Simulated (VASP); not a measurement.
Write the native input for VASP 6.6.1 that does the following.

```
Task                   : single point
Functional             : PBE
Potentials or basis    : VASP PAW PBE potentials, release 64 (Na_pv, I)
Cutoff                 : 500 eV
k mesh                 : 6 × 6 × 6
Occupations            : gaussian, width 0.05 eV
Spin                   : no spin polarisation
Dipole correction      : no
Further INCAR settings : ALGO = Normal; EDIFF = 1e-06; NBANDS = 14
```

The structure of NaI lies in POSCAR:

```
NaI
1.0
    0.0000000000      3.2364000000      3.2364000000
    3.3577650000      0.0000000000      3.2364000000
    3.3577650000      3.2364000000      0.0000000000
Na I
1 1
Direct
    0.0000000000      0.0000000000      0.0000000000
    0.5000000000      0.5000000000      0.5000000000
```

This cell differs from its parent crystal: strain +0.0375 x Voigt [1, 0, 0, 0, 0, 0].

The input as run:

INCAR

```
  PREC = Accurate
  ENCUT = 500
  EDIFF = 1E-6
  ISMEAR = 0
  SIGMA = 0.05
  LREAL = F
  LASPH = T
  NELM = 120
  ALGO = Normal
  ISIF = 2
  LWAVE = F
  LCHARG = F
  GGA = PE
  NBANDS = 14
  GGA_COMPAT = F
```

KPOINTS

```
Automatic mesh
0
Gamma
  6 6 6
```

Potentials or basis: VASP PAW PBE potentials, release 64 (Na_pv, I).

Command:

```console
$ cat potpaw_PBE.64/Na_pv/POTCAR potpaw_PBE.64/I/POTCAR > POTCAR
$ mpirun -np 1 vasp_std > vasp.out
```

It gave:

The pressure is -0.1 GPa and the band gap on the k mesh is 3.52 eV.

Caveat: the cell differs from its parent crystal (strain +0.0375 x Voigt [1, 0, 0, 0, 0, 0]); spin-orbit coupling is left out, which moves the levels of the heavy elements.

It took 28 s on 1 thread of Intel Xeon 8259CL, with other jobs on the host, peak memory 0.21 GiB.
